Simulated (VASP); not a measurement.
Runs of VASP 6.6.1 on CeC. The structure is that of space group F-43m (No. 216), or close to it. The cells are those of the table. 

```tsv
cell	gap on the mesh (eV)	pressure (GPa)
a = 3.834, b = 3.815 Å, angles 60.2, 60.3, 60.2°, 2 atoms	0.08	(b)
a = 3.809 Å, angles 60.0°, 2 atoms	0.07	1.9
a = 3.783 Å, angles 60.0°, 2 atoms	(a)	4.1
a = 3.885 Å, angles 60.0°, 2 atoms	0.10	-3.5
a = 3.834 Å, angles 60.0°, 2 atoms	0.08	-0.1
a = 3.860 Å, angles 60.0°, 2 atoms	0.09	(c)
```

Alike in all rows: task single point; level PBEsol; potentials or basis VASP PAW PBE potentials, release 64 (Ce, C); no spin polarisation; k mesh 10 × 10 × 10; cutoff (eV) 520; smearing gaussian 0.05 eV.

Fill in the values left out.

(a) 0.05; (b) 0.0; (c) -1.9.

Caveats: the PAW data sets were made with another functional, which shifts forces and pressure a little; spin-orbit coupling is left out, which moves the levels of the heavy elements; without U or exact exchange the open f shell lies at the Fermi level, which spoils levels, moments and volumes.

A k mesh can miss the band edges, and the runs leave out spin-orbit coupling on Ce.
